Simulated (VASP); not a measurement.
Write the native input for VASP 6.6.1 that does the following.

- Task: single point
- Functional: PBE
- Potentials or basis: VASP PAW PBE potentials, release 64 (Fe)
- Cutoff: 520 eV
- k mesh: 12 × 12 × 12
- Occupations: gaussian, width 0.15 eV
- Spin: collinear spin, ferromagnetic start
- Starting moments: [2.44] μB
- Dipole correction: no
- Further INCAR settings: ALGO = Normal; EDIFF = 1e-06; NBANDS = 14

The structure of Fe lies in POSCAR:

```
Fe
1.0
   -1.2900557142      1.2900557142      1.6142467152
    1.2900557142     -1.2900557142      1.6142467152
    1.2900557142      1.2900557142     -1.6142467152
Fe
1
Direct
    0.0000000000      0.0000000000      0.0000000000
```

This cell differs from its parent crystal: volume 10.746 Å^3 an atom, c/a of the conventional cell 1.2513.

The input as run:

INCAR

```
PREC     = Accurate       # precision mode
ENCUT    = 520            # plane-wave cutoff, eV
EDIFF    = 1E-6           # SCF threshold, eV
ISMEAR   = 0              # smearing method
SIGMA    = 0.15           # smearing width, eV
LREAL    = False          # projectors in reciprocal space
LASPH    = True           # aspherical terms in the spheres
NELM     = 150            # most SCF steps
ALGO     = Normal         # electronic algorithm
ISIF     = 2              # what is computed and relaxed
LWAVE    = False          # write WAVECAR
LCHARG   = False          # write CHGCAR
ISPIN    = 2              # spin polarisation
MAGMOM   = 2.44           # initial moments
LORBIT   = 11             # projections on sites
LMAXMIX  = 4              # l up to which the mixer works
GGA      = PE             # functional
NBANDS   = 14             # bands
```

KPOINTS

```
Automatic mesh
0
Gamma
  12 12 12
```

Potentials or basis: VASP PAW PBE potentials, release 64 (Fe).

Command:

```console
$ cat potpaw_PBE.64/Fe/POTCAR > POTCAR
$ mpirun -np 1 vasp_std > vasp.out
```

It gave:

- Pressure: 14.5 GPa
- Net moment: 2.10 μB per cell
- Site moments: Fe +2.09 μB
- Valence electrons inside the program's atomic spheres: Fe 7.39

Wall time 22 s on 1 thread of Intel(R) Xeon(R) 6975P-C (Granite Rapids) (shared host), peak memory 0.15 GiB.
